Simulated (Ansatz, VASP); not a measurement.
GaAs in VASP and in Ansatz

```
Ga As
1.0
     0.00000    2.82685    2.74204
     2.82685    0.00000    2.74204
     2.82685    2.82685    0.00000
Ga As
1 1
Cartesian
  0.0000 0.0000 0.0000
  4.2403 4.2403 4.1131
```

Change from the starting cell: zz strain of -3 %.

Alike in both runs: task single point; functional PBE; k mesh 11 × 11 × 11; occupations fermi-dirac, width 0.05 eV; no spin polarisation.

|  | VASP | Ansatz |
| --- | --- | --- |
| version | VASP 6.6.1 | Ansatz 0.2.0 |
| potentials or method | VASP PAW PBE potentials, release 64 (Ga_d, As), cutoff 520 eV | all-electron LAPW, scalar-relativistic |

```csv
,VASP,Ansatz,Ansatz less VASP
pressure (GPa),6.0,5.7,-0.22
"traceless stress, the component that is largest in VASP (GPa)",1.12,1.12,+0.004
```

Ansatz ran all-electron here, and VASP with PAW potentials.
